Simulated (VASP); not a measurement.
A run of VASP 6.6.1:

File INCAR:

```
SYSTEM = F
  PREC = Accurate
  ENCUT = 520
  EDIFF = 1E-6
  ISMEAR = 0
  SIGMA = 0.05
  LREAL = .False.
  LASPH = .True.
  NELM = 60
  ALGO = Normal
  ISIF = 2
  LWAVE = .False.
  LCHARG = .False.
  GGA = PS
  NBANDS = 22
```

KPOINTS

```
Automatic mesh
0
Gamma
  4 4 2
  0 0 0
```

File POSCAR:

```
F
1.0
    3.1004838602     -1.7819543364     -0.2391360627
    3.1004838602      1.7819543364     -0.2391360627
   -2.3313270155      0.0000000000      7.1362390124
F
4
Direct
    0.0848459664      0.0848459664      0.0780195948
    0.9151540336      0.9151540336      0.9219804052
    0.5015719855      0.5015719855      0.5937195244
    0.4984280145      0.4984280145      0.4062804756
```

Potentials or basis: VASP PAW PBE potentials, release 64 (F).

Launch:

```console
$ cat potpaw_PBE.64/F/POTCAR > POTCAR
$ mpirun -np 1 vasp_std > vasp.out
```

Hardware: 1 thread of Intel(R) Xeon(R) Platinum 8488C (Sapphire Rapids), with other jobs on the host.

Task: How long does it take, and how much memory?

Result: Run time: 12 s on 1 thread of Intel(R) Xeon(R) Platinum 8488C (Sapphire Rapids) (shared host), peak memory 0.18 GiB. Counts: scf iterations 13, k points 14.
